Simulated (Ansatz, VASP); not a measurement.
**One calculation of C, two programs**

The input INCAR:

```
PREC     = Accurate       # precision mode
ENCUT    = 600            # plane-wave cutoff, eV
EDIFF    = 1E-6           # SCF threshold, eV
ISMEAR   = 0              # smearing method
SIGMA    = 0.05           # smearing width, eV
LREAL    = F              # projectors in reciprocal space
LASPH    = T              # aspherical terms in the spheres
NELM     = 120            # most SCF steps
ALGO     = Normal         # electronic algorithm
ISIF     = 2              # what is computed and relaxed
LWAVE    = F              # write WAVECAR
LCHARG   = F              # write CHGCAR
GGA      = PE             # functional
NBANDS   = 11             # bands
GGA_COMPAT= F
```

File KPOINTS:

```
Automatic mesh
0
Gamma
  10 10 10
```

Contents of POSCAR:

```
C
1.0
    0.0000000000      1.8725385000      1.6175691610
    1.8725385000      0.0000000000      1.6175691610
    1.8725385000      1.8725385000      0.0000000000
C
2
Direct
    0.0000000000      0.0000000000      0.0000000000
    0.2500000000      0.2500000000      0.2500000000
```

Input for Ansatz:

```yaml
crystal:
  lattice:
    - [0.0, 1.8725384999999999, 1.6175691609977323]
    - [1.8725384999999999, 0.0, 1.6175691609977323]
    - [1.8725384999999999, 1.8725384999999999, 0.0]
  atoms:
    - { symbol: C, position: [0.0, 0.0, 0.0] }
    - { symbol: C, position: [0.25, 0.25, 0.25] }
basis:
  ecutwfc: 450.0
kpoints:
  mp_grid:
    grid: [10, 10, 10]
hamiltonian:
  xc: pbe
  pseudopotentials:
    kind: paw
scf:
  occupations:
    method: gaussian
    width: 0.05
output:
  stress: true
```

Alike in both runs: task single point; functional PBE; k mesh 10 × 10 × 10; occupations gaussian, width 0.05 eV; no spin polarisation.

```csv
,VASP,Ansatz
version,VASP 6.6.1,Ansatz 0.2.0
potentials or method,"VASP PAW PBE potentials, release 64 (C), cutoff 600 eV","plane waves, PAW"
valence electrons in the cell,8,8
```

```csv
,VASP,Ansatz,Ansatz less VASP
pressure (GPa),2.1,2.2,+0.06
"traceless stress, the component that is largest in VASP (GPa)",76.82,76.82,+0.002
```

With one functional, cell and mesh, what is left measures potentials, basis and numerics.
